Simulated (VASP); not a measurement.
# SrTl in VASP: notebook, part 2 of 3

VASP 6.6.1. The steps go on from the part before.

## 4. Electric field gradients, LDA (32.45 Å³/atom)

This run uses another cell than the first one, of 32.45 Å³/atom.

INCAR

```
SYSTEM = SrTl
PREC = Accurate
ENCUT = 520
EDIFF = 1E-8
ISMEAR = -1
SIGMA = 0.05
LREAL = .FALSE.
LASPH = .TRUE.
NELM = 80
ALGO = Normal
ISIF = 2
LWAVE = .FALSE.
LCHARG = .FALSE.
GGA = CA
LEFG = .TRUE.
NBANDS = 18
```

KPOINTS

```
regular mesh
0
G
  8 8 8
  0 0 0
```

POSCAR

```
SrTl
1.0
    4.0185149494      0.0000000000      0.0000000000
    0.0000000000      4.0185149494      0.0000000000
    0.0000000000      0.0000000000      4.0185149494
Sr Tl
1 1
Direct
    0.0000000000      0.0000000000      0.0000000000
    0.5000000000      0.5000000000      0.5000000000
```

Potentials or basis: VASP PAW LDA potentials, release 64 (Sr_sv, Tl_d).

The run is started by

```sh
cat potpaw_LDA.64/Sr_sv/POTCAR potpaw_LDA.64/Tl_d/POTCAR > POTCAR
mpirun -np 1 vasp_std > vasp.out
```

OUTCAR:

```text
SYSTEM = SrTl
   PREC = Accurate
   ENCUT = 520
   EDIFF = 1E-8
   ISMEAR = -1
   LREAL = .FALSE.
   LASPH = .TRUE.
   NELM = 80
   ISIF = 2
   GGA = CA

 ion  position               nearest neighbor table
   1  0.000  0.000  0.000-   2 3.48   2 3.48   2 3.48   2 3.48   2 3.48   2 3.48   2 3.48   2 3.48

   2  0.500  0.500  0.500-   1 3.48   1 3.48   1 3.48   1 3.48   1 3.48   1 3.48   1 3.48   1 3.48

  LATTYP: Found a simple cubic cell.
 ALAT       =     4.0185149494

  Lattice vectors:

 A1 = (   4.0185149494,   0.0000000000,   0.0000000000)
 A2 = (   0.0000000000,   4.0185149494,   0.0000000000)
 A3 = (   0.0000000000,   0.0000000000,   4.0185149494)

Analysis of symmetry for initial positions (statically):
=====================================================================
 Subroutine PRICEL returns:
 Original cell was already a primitive cell.

 Routine SETGRP: Setting up the symmetry group for a
 simple cubic supercell.

 Subroutine GETGRP returns: Found 48 space group operations
 (whereof 48 operations were pure point group operations)
 out of a pool of 48 trial point group operations.

The static configuration has the point symmetry O_h .

Analysis of symmetry for dynamics (positions and initial velocities):
=====================================================================
 Subroutine PRICEL returns:
 Original cell was already a primitive cell.

 Routine SETGRP: Setting up the symmetry group for a
 simple cubic supercell.

 Subroutine GETGRP returns: Found 48 space group operations
 (whereof 48 operations were pure point group operations)
 out of a pool of 48 trial point group operations.

The dynamic configuration has the point symmetry O_h .

[... 157 lines left out ...]
      3     -13.3461      2.00000
      4     -13.3461      2.00000
      5      -7.1571      2.00000
      6      -7.1571      2.00000
[... 481 lines left out ...]
      5      -7.1391      2.00000
      6      -7.0834      2.00000
[... 10 lines left out ...]
     17      10.3756      0.00000
     18      10.8330      0.00000

 [... further k-points ...]

------------------------ aborting loop because EDIFF is reached ----------------------------------------

  FORCE on cell =-STRESS in cart. coord.  units (eV):
  Direction    XX          YY          ZZ          XY          YZ          ZX
  --------------------------------------------------------------------------------------
  -------------------------------------------------------------------------------------
  Total       -0.6068138     -0.6068138     -0.6068138      0.0000000      0.0000000     -0.0000000
  in kB      -14.9819826    -14.9819826    -14.9819826      0.0000000      0.0000000     -0.0000000
  external PRESSURE =     -14.9819826 kB  Pullay stress =       0.0000000 kB

 VOLUME and BASIS-vectors are now :
 -----------------------------------------------------------------------------
  energy-cutoff  :      520.00
  volume of cell :       64.89
      direct lattice vectors                 reciprocal lattice vectors
     4.018514949  0.000000000  0.000000000     0.248848147  0.000000000  0.000000000
     0.000000000  4.018514949  0.000000000     0.000000000  0.248848147  0.000000000
     0.000000000  0.000000000  4.018514949     0.000000000  0.000000000  0.248848147

 POSITION                                       TOTAL-FORCE (eV/Angst)
 -----------------------------------------------------------------------------------
      0.00000      0.00000      0.00000         0.000000      0.000000      0.000000
      2.00926      2.00926      2.00926         0.000000      0.000000      0.000000
 -----------------------------------------------------------------------------------
    total drift:                                0.000000      0.000000      0.000000

  FREE ENERGIE OF THE ION-ELECTRON SYSTEM (eV)
  ---------------------------------------------------
  free  energy   TOTEN  =        -5.8763758124 eV

  energy  without entropy=       -5.8625736664  energy(sigma->0) =       -5.86947474

 Electric field gradients (V/A^2)
---------------------------------------------------------------------
 ion       V_xx      V_yy      V_zz      V_xy      V_xz      V_yz
---------------------------------------------------------------------
   1      -0.000    -0.000    -0.000     0.000    -0.000    -0.000
   2       0.000     0.000     0.000    -0.000     0.000     0.000
---------------------------------------------------------------------

 Electric field gradients after diagonalization (V/A^2)
 (convention: |V_zz| > |V_xx| > |V_yy|)
----------------------------------------------------------------------
 ion       V_xx      V_yy      V_zz     asymmetry (V_yy - V_xx)/ V_zz
----------------------------------------------------------------------
   1      -0.000    -0.000    -0.000      -0.712
   2       0.000     0.000     0.000      -0.247
----------------------------------------------------------------------

           NMR quadrupolar parameters

 Cq : quadrupolar parameter    Cq=e*Q*V_zz/h
 eta: asymmetry parameters     (V_yy - V_xx)/ V_zz
 Q  : nuclear electric quadrupole moment in mb (millibarn)
----------------------------------------------------------------------
 ion       Cq(MHz)       eta       Q (mb)
----------------------------------------------------------------------
   1      -0.000      -0.712       1.000
   2       0.000      -0.247       1.000
----------------------------------------------------------------------
```

OSZICAR:

```text
N       E                     dE             d eps       ncg     rms          rms(c)
DAV:   1     0.111697780592E+03    0.11170E+03   -0.11895E+04  1260   0.118E+03
DAV:   2    -0.231398516959E+01   -0.11401E+03   -0.11220E+03  1432   0.260E+02
DAV:   3    -0.589764091869E+01   -0.35837E+01   -0.35610E+01  1968   0.359E+01
DAV:   4    -0.597030952914E+01   -0.72669E-01   -0.72525E-01  1558   0.414E+00
DAV:   5    -0.597159759902E+01   -0.12881E-02   -0.12876E-02  1774   0.514E-01    0.169E+01
DAV:   6    -0.589543744235E+01    0.76160E-01   -0.15468E-01  1362   0.281E+00    0.942E+00
DAV:   7    -0.587796199096E+01    0.17475E-01   -0.70597E-02  1450   0.219E+00    0.809E-01
DAV:   8    -0.587629622270E+01    0.16658E-02   -0.13180E-02  1880   0.686E-01    0.113E-01
DAV:   9    -0.587635227972E+01   -0.56057E-04   -0.30853E-04  1456   0.949E-02    0.652E-02
DAV:  10    -0.587637593599E+01   -0.23656E-04   -0.32537E-05  1746   0.377E-02    0.775E-03
DAV:  11    -0.587637580798E+01    0.12801E-06   -0.70401E-07  1558   0.608E-03    0.496E-03
DAV:  12    -0.587637580780E+01    0.18827E-09   -0.36238E-07  1992   0.256E-03    0.888E-04
DAV:  13    -0.587637581239E+01   -0.45975E-08   -0.21569E-08  1228   0.103E-03
   1 F= -.58763758E+01 E0= -.58694747E+01  d E =-.138021E-01
```

stdout:

```text
POSCAR found type information on POSCAR SrTl
 POSCAR found :  2 types and       2 ions
 scaLAPACK will be used
 LDA part: xc-table for (Slater(with rela. corr.)+CA(PZ))
 , standard interpolation
 POSCAR, INCAR and KPOINTS ok, starting setup
 FFT: planning ... GRIDC
 FFT: planning ... GRID_SOFT
 FFT: planning ... GRID
 WAVECAR not read
 entering main loop
ion   1

ion   2
```

Run time: 50 s. Hardware: 1 thread of Intel Xeon 8259CL, shared host; peak memory 0.17 GiB.

What came out:

| Quantity | Value |
| --- | --- |
| Free energy | -5.8764 eV |
| Pressure | -1.5 GPa |
| Band gap on the k mesh | zero (an odd number of electrons rules out a gap without spin polarisation) |
| Largest electric field gradient by atom | zero within the noise of the run |

Caveat: spin-orbit coupling is left out, which moves the levels of the heavy elements.

## 5. Electric field gradients, LDA (equal xy, yz and zx shear strains of -2 %)

INCAR

```
SYSTEM = SrTl
ALGO     = Normal         ! electronic algorithm
EDIFF    = 1E-8           ! SCF threshold, eV
ENCUT    = 520            ! plane-wave cutoff, eV
ISIF     = 2              ! what is computed and relaxed
ISMEAR   = -1             ! smearing method
LASPH    = .True.         ! aspherical terms in the spheres
LCHARG   = .False.        ! write CHGCAR
LEFG     = .True.       
LREAL    = .False.        ! projectors in reciprocal space
LWAVE    = .False.        ! write WAVECAR
NBANDS   = 18             ! bands
NELM     = 60             ! most SCF steps
PREC     = Accurate       ! precision mode
SIGMA    = 0.05           ! smearing width, eV
```

KPOINTS

```
k-points
0
Gamma
  8 8 8
  0 0 0
```

POSCAR

```
SrTl
1.0
    4.0320000000     -0.0403200000     -0.0403200000
   -0.0403200000      4.0320000000     -0.0403200000
   -0.0403200000     -0.0403200000      4.0320000000
Sr Tl
1 1
Direct
    0.0000000000      0.0000000000      0.0000000000
    0.5000000000      0.5000000000      0.5000000000
```

Potentials or basis: VASP PAW LDA potentials, release 64 (Sr_sv, Tl_d).

The run is started by

```sh
cat potpaw_LDA.64/Sr_sv/POTCAR potpaw_LDA.64/Tl_d/POTCAR > POTCAR
mpirun -np 1 vasp_std > vasp.out
```

OUTCAR:

```text
SYSTEM = SrTl
   EDIFF = 1E-8
   ENCUT = 520
   ISIF = 2
   ISMEAR = -1
   LASPH = .True.
   LREAL = .False.
   NELM = 60
   PREC = Accurate

 ion  position               nearest neighbor table
   1  0.000  0.000  0.000-   2 3.42   2 3.42   2 3.52   2 3.52   2 3.52   2 3.52   2 3.52   2 3.52

   2  0.500  0.500  0.500-   1 3.42   1 3.42   1 3.52   1 3.52   1 3.52   1 3.52   1 3.52   1 3.52

  LATTYP: Found a trigonal (rhomboedric) cell.
 ALAT       =     4.0324031798
 COS(alpha) =    -0.0198960208

  Lattice vectors:

 A1 = (   4.0320000000,  -0.0403200000,  -0.0403200000)
 A2 = (  -0.0403200000,   4.0320000000,  -0.0403200000)
 A3 = (  -0.0403200000,  -0.0403200000,   4.0320000000)

Analysis of symmetry for initial positions (statically):
=====================================================================
 Subroutine PRICEL returns:
 Original cell was already a primitive cell.

 Routine SETGRP: Setting up the symmetry group for a
 trigonal (rhombohedral) supercell.

 Subroutine GETGRP returns: Found 12 space group operations
 (whereof 12 operations were pure point group operations)
 out of a pool of 12 trial point group operations.

The static configuration has the point symmetry D_3d.

Analysis of symmetry for dynamics (positions and initial velocities):
=====================================================================
 Subroutine PRICEL returns:
 Original cell was already a primitive cell.

 Routine SETGRP: Setting up the symmetry group for a
 trigonal (rhombohedral) supercell.

 Subroutine GETGRP returns: Found 12 space group operations
 (whereof 12 operations were pure point group operations)
 out of a pool of 12 trial point group operations.

The dynamic configuration has the point symmetry D_3d.

 Subroutine INISYM returns: Found 12 space group operations
 (whereof 12 operations are pure point group operations),
 and found     1 'primitive' translations

----------------------------------------------------------------------------------------

                                     Primitive cell

  volume of cell :      65.5285

  direct lattice vectors                    reciprocal lattice vectors
     4.032000000 -0.040320000 -0.040320000     0.248065987  0.002505717  0.002505717
    -0.040320000  4.032000000 -0.040320000     0.002505717  0.248065987  0.002505717
    -0.040320000 -0.040320000  4.032000000     0.002505717  0.002505717  0.248065987

  length of vectors
     4.032403180  4.032403180  4.032403180     0.248091296  0.248091296  0.248091296

  position of ions in fractional coordinates (direct lattice)
     0.000000000  0.000000000  0.000000000
     0.500000000  0.500000000  0.500000000

  ion indices of the primitive-cell ions
   primitive index   ion index
                 1           1
                 2           2

----------------------------------------------------------------------------------------

 KPOINTS: k-points

Automatic generation of k-mesh.
 Grid dimensions read from file:
[... 72 lines left out ...]
   ISYM   =      2    0-nonsym 1-usesym 2-fastsym
   POTIM  = 0.5000    time-step for ionic-motion
   TEBEG  =    0.0;   TEEND  =   0.0 temperature during run
   PSTRESS=    0.0 pullay stress
   NELECT =      23.0000    total number of electrons
   NUPDOWN=      -1.0000    fix difference up-down
   EMIN   =  10.00;   EMAX   =-10.00  energy-range for DOS
   EFERMI =   0.00;   METHOD = LEGACY
   ISMEAR =    -1;   SIGMA  =   0.05  broadening in eV -4-tet -1-fermi 0-gaus
   EFERMI_NEDOS =   21; number of points for ismear=-14 and -15
   IALGO  =     38    algorithm
   IMIX   =      4    mixing-type and parameters
     AMIX     =   0.40;   BMIX     =  1.00
     AMIX_MAG =   1.60;   BMIX_MAG =  1.00
  volume/ion in A,a.u.               =      32.76       221.10
  Fermi-wavevector in a.u.,A,eV,Ry     =   1.154801  2.182258 18.144272  1.333566
  Thomas-Fermi vector in A             =   2.291435
   LORBIT       =      0    0 simple, 1 ext, 2 COOP (PROOUT), +10 PAW based schemes
   GGA     = CA    functional components
   LHFCALC =     F    Hartree Fock is set to
   AEXX    =    0.0000 exact exchange contribution
   IVDW    =     0    specifies the selected vdW correction
   LEPSILON=     F    determine dielectric tensor
   LRPA    =     F    only Hartree local field effects (RPA)
 non-spin polarized calculation
  energy-cutoff  :      520.00
  volume of cell :       65.53
 maximum number of plane-waves:      1791
 NGX is ok and might be reduce to    30
   NGX = 15   NGY = 15   NGZ = 15

 number of electron      23.0000005 magnetization

 Free energy of the ion-electron system (eV)
  ---------------------------------------------------
  ext. energy  EPLUGINS =         0.00000000
  ---------------------------------------------------
  free energy    TOTEN  =        -5.86468581 eV

  energy without entropy =       -5.85121495  energy(sigma->0) =       -5.85795038

 E-fermi :   4.2201     XC(G=0):  -9.5918

 val. band max:        4.2160110376   @ k =  -0.2500   0.2500   0.0000
 cond. band min:       4.2209951060   @ k =  -0.2500  -0.3750   0.1250
 fundamental gap:      0.0049840685
 Fermi energy:         4.2201483201

 k-point     1 :       0.0000    0.0000    0.0000
  band No.  band energies     occupation
      1     -31.3833      2.00000
      2     -13.4414      2.00000
      3     -13.4304      2.00000
      4     -13.4304      2.00000
      5      -7.2157      2.00000
      6      -7.2157      2.00000
[... 481 lines left out ...]
      5      -7.1688      2.00000
      6      -7.1460      2.00000
[... 10 lines left out ...]
     17      10.0877      0.00000
     18      11.3753      0.00000

 [... further k-points ...]

------------------------ aborting loop because EDIFF is reached ----------------------------------------

  FORCE on cell =-STRESS in cart. coord.  units (eV):
  Direction    XX          YY          ZZ          XY          YZ          ZX
  --------------------------------------------------------------------------------------
  -------------------------------------------------------------------------------------
  Total       -0.7081826     -0.7081826     -0.7081826      0.1826154      0.1826154      0.1826154
  in kB      -17.3151174    -17.3151174    -17.3151174      4.4649608      4.4649608      4.4649608
  external PRESSURE =     -17.3151174 kB  Pullay stress =       0.0000000 kB

 VOLUME and BASIS-vectors are now :
 -----------------------------------------------------------------------------
  energy-cutoff  :      520.00
  volume of cell :       65.53
      direct lattice vectors                 reciprocal lattice vectors
     4.032000000 -0.040320000 -0.040320000     0.248065987  0.002505717  0.002505717
    -0.040320000  4.032000000 -0.040320000     0.002505717  0.248065987  0.002505717
    -0.040320000 -0.040320000  4.032000000     0.002505717  0.002505717  0.248065987

 POSITION                                       TOTAL-FORCE (eV/Angst)
 -----------------------------------------------------------------------------------
      0.00000      0.00000      0.00000        -0.000000     -0.000000     -0.000000
      1.97568      1.97568      1.97568         0.000000      0.000000      0.000000
 -----------------------------------------------------------------------------------
    total drift:                                0.000000      0.000000      0.000000

  FREE ENERGIE OF THE ION-ELECTRON SYSTEM (eV)
  ---------------------------------------------------
  free  energy   TOTEN  =        -5.8646858094 eV

  energy  without entropy=       -5.8512149506  energy(sigma->0) =       -5.85795038

 Electric field gradients (V/A^2)
---------------------------------------------------------------------
 ion       V_xx      V_yy      V_zz      V_xy      V_xz      V_yz
---------------------------------------------------------------------
   1       0.000     0.000    -0.000    -1.478    -1.478    -1.478
   2      -0.000    -0.000     0.000    -2.498    -2.498    -2.498
---------------------------------------------------------------------

 Electric field gradients after diagonalization (V/A^2)
 (convention: |V_zz| > |V_xx| > |V_yy|)
----------------------------------------------------------------------
 ion       V_xx      V_yy      V_zz     asymmetry (V_yy - V_xx)/ V_zz
----------------------------------------------------------------------
   1       1.478     1.478    -2.956       0.000
   2       2.498     2.498    -4.997       0.000
----------------------------------------------------------------------

           NMR quadrupolar parameters

 Cq : quadrupolar parameter    Cq=e*Q*V_zz/h
 eta: asymmetry parameters     (V_yy - V_xx)/ V_zz
 Q  : nuclear electric quadrupole moment in mb (millibarn)
----------------------------------------------------------------------
 ion       Cq(MHz)       eta       Q (mb)
----------------------------------------------------------------------
   1      -0.007       0.000       1.000
   2      -0.012       0.000       1.000
----------------------------------------------------------------------
```

It took 89 s on 1 thread of Intel Xeon 8259CL, shared host; peak memory 0.21 GiB.

Results:

| Property | Result |
| --- | --- |
| Free energy | -5.8647 eV |
| Pressure | -1.7 GPa |
| Band gap on the k mesh | zero (an odd number of electrons rules out a gap without spin polarisation) |
| Largest electric field gradient by atom | Sr -3.0; Tl -5.0 V/Å² |

Electric field gradients, principal values (V/Å²):
```tsv
atom	least	middle	greatest (by size)
1 Sr	1.478	1.478	-2.956
2 Tl	2.498	2.498	-4.997
```

Caveat: the cell differs from its parent crystal (equal xy, yz and zx shear strains of -2 %); without QUAD_EFG the Cq values of the log hold for a quadrupole moment of 1 mb, not for the nuclei; spin-orbit coupling is left out, which moves the levels of the heavy elements.

[end of part 2 of 3]
